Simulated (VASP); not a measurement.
# Sb (R-3m) in VASP: further runs, part 2 of 2

VASP 6.6.1. Earlier steps stand in the parts before.

**3. Electric field gradients, PBEsol**

Contents of INCAR:

```
SYSTEM = Sb
PREC = Accurate
ENCUT = 520
EDIFF = 1E-8
ISMEAR = -1
SIGMA = 0.05
LREAL = .False.
LASPH = .True.
NELM = 80
ALGO = Normal
ISIF = 2
LWAVE = .False.
LCHARG = .False.
GGA = PS
LEFG = .True.
NBANDS = 12
```

Contents of KPOINTS:

```
Automatic mesh
0
Gamma
  9 9 9
  0 0 0
```

Contents of POSCAR:

```
Sb
1.0
    2.1506003320      1.2416496806      3.7440000000
   -2.1506003320      1.2416496806      3.7440000000
    0.0000000000     -2.4832993611      3.7440000000
Sb
2
Direct
    0.2336400000      0.2336400000      0.2336400000
    0.7663600000      0.7663600000      0.7663600000
```

Potentials or basis: VASP PAW PBE potentials, release 64 (Sb).

Run with:

```bash
$ cat potpaw_PBE.64/Sb/POTCAR > POTCAR
$ mpirun -np 1 vasp_std > vasp.out
```

OUTCAR:

```text
SYSTEM = Sb
   PREC = Accurate
   ENCUT = 520
   EDIFF = 1E-8
   ISMEAR = -1
   LREAL = .False.
   LASPH = .True.
   NELM = 80
   ISIF = 2
   GGA = PS

 ion  position               nearest neighbor table
   1  0.234  0.234  0.234-   2 2.90   2 2.90   2 2.90   2 3.34   2 3.34   2 3.34
   2  0.766  0.766  0.766-   1 2.90   1 2.90   1 2.90   1 3.34   1 3.34   1 3.34

  LATTYP: Found a trigonal (rhomboedric) cell.
 ALAT       =     4.4926953733
 COS(alpha) =     0.5417151843

  Lattice vectors:

 A1 = (   2.1506003320,   1.2416496806,   3.7440000000)
 A2 = (  -2.1506003320,   1.2416496806,   3.7440000000)
 A3 = (   0.0000000000,  -2.4832993611,   3.7440000000)

Analysis of symmetry for initial positions (statically):
=====================================================================
 Subroutine PRICEL returns:
 Original cell was already a primitive cell.

 Routine SETGRP: Setting up the symmetry group for a
[... 549 lines left out ...]
  energy-cutoff  :      520.00
  volume of cell :       59.99
      direct lattice vectors                 reciprocal lattice vectors
     2.150600332  1.241649681  3.744000000     0.232493222  0.134230024  0.089031339
    -2.150600332  1.241649681  3.744000000    -0.232493222  0.134230024  0.089031339
     0.000000000 -2.483299361  3.744000000     0.000000000 -0.268460048  0.089031339

 POSITION                                       TOTAL-FORCE (eV/Angst)
 -----------------------------------------------------------------------------------
      0.00000      0.00000      2.62424         0.000000      0.000000      0.200493
      0.00000      0.00000      8.60776         0.000000     -0.000000     -0.200493
 -----------------------------------------------------------------------------------
    total drift:                                0.000000     -0.000000      0.000000

  FREE ENERGIE OF THE ION-ELECTRON SYSTEM (eV)
  ---------------------------------------------------
  free  energy   TOTEN  =        -9.1169618215 eV

  energy  without entropy=       -9.1151902388  energy(sigma->0) =       -9.11607603

 Electric field gradients (V/A^2)
---------------------------------------------------------------------
 ion       V_xx      V_yy      V_zz      V_xy      V_xz      V_yz
---------------------------------------------------------------------
   1      21.575    21.575   -43.149    -0.000     0.000    -0.000
   2      21.575    21.575   -43.149    -0.000     0.000    -0.000
---------------------------------------------------------------------

 Electric field gradients after diagonalization (V/A^2)
 (convention: |V_zz| > |V_xx| > |V_yy|)
----------------------------------------------------------------------
 ion       V_xx      V_yy      V_zz     asymmetry (V_yy - V_xx)/ V_zz
----------------------------------------------------------------------
   1      21.575    21.575   -43.149       0.000
   2      21.575    21.575   -43.149       0.000
----------------------------------------------------------------------

           NMR quadrupolar parameters

 Cq : quadrupolar parameter    Cq=e*Q*V_zz/h
 eta: asymmetry parameters     (V_yy - V_xx)/ V_zz
 Q  : nuclear electric quadrupole moment in mb (millibarn)
----------------------------------------------------------------------
 ion       Cq(MHz)       eta       Q (mb)
----------------------------------------------------------------------
   1      -0.104       0.000       1.000
   2      -0.104       0.000       1.000
----------------------------------------------------------------------
```

stdout:

```text
POSCAR found type information on POSCAR Sb
 POSCAR found :  1 types and       2 ions
 scaLAPACK will be used
 -----------------------------------------------------------------------------
|                                                                             |
|                                                                             |
|     You enforced a specific xc type in the INCAR file but a different       |
|     I HOPE YOU KNOW WHAT YOU ARE DOING!                                     |
|                                                                             |
 -----------------------------------------------------------------------------

 LDA part: xc-table for (Slater+PW92), standard interpolation
 POSCAR, INCAR and KPOINTS ok, starting setup
 FFT: planning ... GRIDC
 FFT: planning ... GRID_SOFT
 FFT: planning ... GRID
 WAVECAR not read
 entering main loop
ion   1

ion   2
```

Run time: 25 s. Hardware: 1 thread of Intel Xeon 6975P-C (Granite Rapids), shared host; peak memory 0.22 GiB.

Results:

| Item | Value |
| --- | --- |
| Free energy | -9.1170 eV |
| Pressure | 0.6 GPa |
| Largest force | 0.200 eV/Å |
| Band gap on the k mesh | 0.07 eV, indirect (least direct gap 0.48 eV) |

Forces on the atoms (eV/Å):
```
Sb   0.000  0.000  0.200
Sb   0.000  0.000 -0.200
```

Electric field gradients, principal values (V/Å²):
| atom | least | middle | greatest (by size) |
| --- | --- | --- | --- |
| 1 Sb | 21.575 | 21.575 | -43.149 |
| 2 Sb | 21.575 | 21.575 | -43.149 |

Caveat: without QUAD_EFG the Cq values of the log hold for a quadrupole moment of 1 mb, not for the nuclei; the PAW data sets were made with another functional, which shifts forces and pressure a little; spin-orbit coupling is left out, which moves the levels of the heavy elements.

**4. Electric field gradients, PBEsol+D4**

Contents of INCAR:

```
PREC = Accurate
ENCUT = 520
EDIFF = 1E-8
ISMEAR = -1
SIGMA = 0.05
LREAL = False
LASPH = True
NELM = 60
ALGO = Normal
ISIF = 2
LWAVE = False
LCHARG = False
GGA = PS
IVDW = 13
LEFG = True
NBANDS = 12
```

Contents of KPOINTS:

```
regular mesh
0
Gamma
  9 9 9
```

POSCAR is that of step 3.

Potentials or basis: VASP PAW PBE potentials, release 64 (Sb).

Run with:

```bash
$ cat potpaw_PBE.64/Sb/POTCAR > POTCAR
$ mpirun -np 1 vasp_std > vasp.out
```

OUTCAR:

```text
PREC = Accurate
   ENCUT = 520
   EDIFF = 1E-8
   ISMEAR = -1
   LREAL = False
   LASPH = True
   NELM = 60
   ISIF = 2
   GGA = PS
   IVDW = 13

 ion  position               nearest neighbor table
   1  0.234  0.234  0.234-   2 2.90   2 2.90   2 2.90   2 3.34   2 3.34   2 3.34
   2  0.766  0.766  0.766-   1 2.90   1 2.90   1 2.90   1 3.34   1 3.34   1 3.34

  LATTYP: Found a trigonal (rhomboedric) cell.
 ALAT       =     4.4926953733
 COS(alpha) =     0.5417151843

  Lattice vectors:

 A1 = (   2.1506003320,   1.2416496806,   3.7440000000)
 A2 = (  -2.1506003320,   1.2416496806,   3.7440000000)
[... 577 lines left out ...]
  free  energy   TOTEN  =        -9.7055981376 eV

  energy  without entropy=       -9.7038265549  energy(sigma->0) =       -9.70471235

 Electric field gradients (V/A^2)
---------------------------------------------------------------------
 ion       V_xx      V_yy      V_zz      V_xy      V_xz      V_yz
---------------------------------------------------------------------
   1      21.575    21.575   -43.149    -0.000     0.000    -0.000
   2      21.575    21.575   -43.149    -0.000     0.000    -0.000
---------------------------------------------------------------------

 Electric field gradients after diagonalization (V/A^2)
 (convention: |V_zz| > |V_xx| > |V_yy|)
----------------------------------------------------------------------
 ion       V_xx      V_yy      V_zz     asymmetry (V_yy - V_xx)/ V_zz
----------------------------------------------------------------------
   1      21.575    21.575   -43.149       0.000
   2      21.575    21.575   -43.149       0.000
----------------------------------------------------------------------

           NMR quadrupolar parameters

 Cq : quadrupolar parameter    Cq=e*Q*V_zz/h
 eta: asymmetry parameters     (V_yy - V_xx)/ V_zz
 Q  : nuclear electric quadrupole moment in mb (millibarn)
----------------------------------------------------------------------
 ion       Cq(MHz)       eta       Q (mb)
----------------------------------------------------------------------
   1      -0.104       0.000       1.000
   2      -0.104       0.000       1.000
----------------------------------------------------------------------
```

stdout:

```text
POSCAR found type information on POSCAR Sb
 POSCAR found :  1 types and       2 ions
 scaLAPACK will be used
 -----------------------------------------------------------------------------
|                                                                             |
|                                                                             |
|     You enforced a specific xc type in the INCAR file but a different       |
|     I HOPE YOU KNOW WHAT YOU ARE DOING!                                     |
|                                                                             |
 -----------------------------------------------------------------------------

 LDA part: xc-table for (Slater+PW92), standard interpolation
 POSCAR, INCAR and KPOINTS ok, starting setup
 FFT: planning ... GRIDC
 FFT: planning ... GRID_SOFT
 FFT: planning ... GRID
 WAVECAR not read
 entering main loop
ion   1

ion   2
```

Wall time 25 s (1 thread of Intel Xeon 6975P-C (Granite Rapids), shared host); peak memory 0.22 GiB.

Results:

```
Free energy                : -9.7056 eV
Pressure                   : -0.9 GPa
Largest force              : 0.198 eV/Å
Band gap on the k mesh     : 0.07 eV, indirect (least direct gap 0.48 eV)
Dispersion energy per atom : -0.294 eV
```

Forces in eV/Å, atoms in the order of the input:
```
Sb   0.000  0.000  0.198
Sb   0.000  0.000 -0.198
```

Stress tensor (GPa, compression positive):
```
-0.68  0.00  0.00
 0.00 -0.68  0.00
 0.00  0.00 -1.26
```

Electric field gradients, principal values (V/Å²):
```tsv
atom	least	middle	greatest (by size)
1 Sb	21.575	21.575	-43.149
2 Sb	21.575	21.575	-43.149
```

Caveat: without QUAD_EFG the Cq values of the log hold for a quadrupole moment of 1 mb, not for the nuclei; the PAW data sets were made with another functional, which shifts forces and pressure a little; spin-orbit coupling is left out, which moves the levels of the heavy elements.

**5. Overview**

| level | potentials or basis | gap on the mesh (eV) | pressure (GPa) | largest force (eV/Å) |
| --- | --- | --- | --- | --- |
| LDA | VASP PAW LDA potentials, release 64 (Sb) | 0.09 | -0.5 | 0.12 |
| PBEsol | VASP PAW PBE potentials, release 64 (Sb) | 0.07 | 0.6 | 0.20 |
| PBEsol+D4 | VASP PAW PBE potentials, release 64 (Sb) | 0.07 | -0.9 | 0.20 |

Alike in all rows: task electric field gradients; no spin polarisation; cell as given; k mesh 9 × 9 × 9; cutoff (eV) 520; smearing fermi-dirac 0.05 eV.

Caveats: spin-orbit coupling is left out, which moves the levels of the heavy elements; the PAW data sets were made with another functional, which shifts forces and pressure a little (some runs).

Total energies depend on the potentials used, so only differences within one code and one set of settings carry meaning.
